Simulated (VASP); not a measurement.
A run of VASP 6.6.1:

Contents of INCAR:

```
SYSTEM = Nb
ALGO = Normal
EDIFF = 1E-6
ENCUT = 520
GGA = CA
ISIF = 2
ISMEAR = -1
LASPH = .TRUE.
LCHARG = .TRUE.
LELF = .TRUE.
LREAL = .FALSE.
LVHAR = .TRUE.
LWAVE = .FALSE.
NBANDS = 12
NELM = 80
PREC = Accurate
SIGMA = 0.05
```

The input KPOINTS:

```
k-points
0
G
  14 14 14
  0 0 0
```

File POSCAR:

```
Nb
1.0
    2.4695437803      0.0000000000      0.0000000000
    0.0000000000      2.4695437803      0.0000000000
    0.0000000000      0.0000000000      2.4695437803
Nb
1
Direct
    0.0000000000      0.0000000000      0.0000000000
```

Potentials or basis: VASP PAW LDA potentials, release 64 (Nb_sv).

Run with:

```console
$ cat potpaw_LDA.64/Nb_sv/POTCAR > POTCAR
$ mpirun -np 1 vasp_std > vasp.out
```

Hardware: 1 thread of AMD EPYC 7R43 64-Core Processor (Zen 3), with other jobs on the host.

Q: Estimate the wall time of this run.

A: Wall time 23 s on 1 thread of AMD EPYC 7R43 64-Core Processor (Zen 3), with other jobs on the host, peak memory 0.09 GiB. Counts: scf iterations 12, k points 120.
